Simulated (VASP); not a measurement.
Input of a VASP 6.6.1 run:

INCAR

```
PREC     = Accurate       # precision mode
ENCUT    = 520            # plane-wave cutoff, eV
EDIFF    = 1E-7           # SCF threshold, eV
ISMEAR   = -1             # smearing method
SIGMA    = 0.05           # smearing width, eV
LREAL    = F              # projectors in reciprocal space
LASPH    = T              # aspherical terms in the spheres
NELM     = 150            # most SCF steps
ALGO     = Normal         # electronic algorithm
ISIF     = 2              # what is computed and relaxed
LWAVE    = F              # write WAVECAR
LCHARG   = F              # write CHGCAR
ISPIN    = 2              # spin polarisation
MAGMOM   = 1 0            # initial moments
LORBIT   = 11             # projections on sites
LMAXMIX  = 4              # l up to which the mixer works
GGA      = PE             # functional
NBANDS   = 19             # bands
```

Contents of KPOINTS:

```
regular mesh
0
Gamma
  17 17 17
```

File POSCAR:

```
NiO
1.0
    0.0000000000      2.0931687937      2.0931687937
    2.0931687937      0.0000000000      2.0931687937
    2.0931687937      2.0931687937      0.0000000000
Ni O
1 1
Direct
    0.0000000000      0.0000000000      0.0000000000
    0.5000000000      0.5000000000      0.5000000000
```

Potentials or basis: VASP PAW PBE potentials, release 64 (Ni, O).

Run with:

```sh
$ cat potpaw_PBE.64/Ni/POTCAR potpaw_PBE.64/O/POTCAR > POTCAR
$ mpirun -np 1 vasp_std > vasp.out
```

**Question.** Estimate the net moment.

**Answer.** 1.71 μB per cell.

**Question.** Estimate the site moments.

**Answer.** Ni +1.41; O +0.26 μB.

**Question.** Predict the pressure.

**Answer.** 3.3 GPa.

Caveat: the cell stands under pressure; a cell with one magnetic atom can't hold antiferromagnetic order, which such compounds often take.
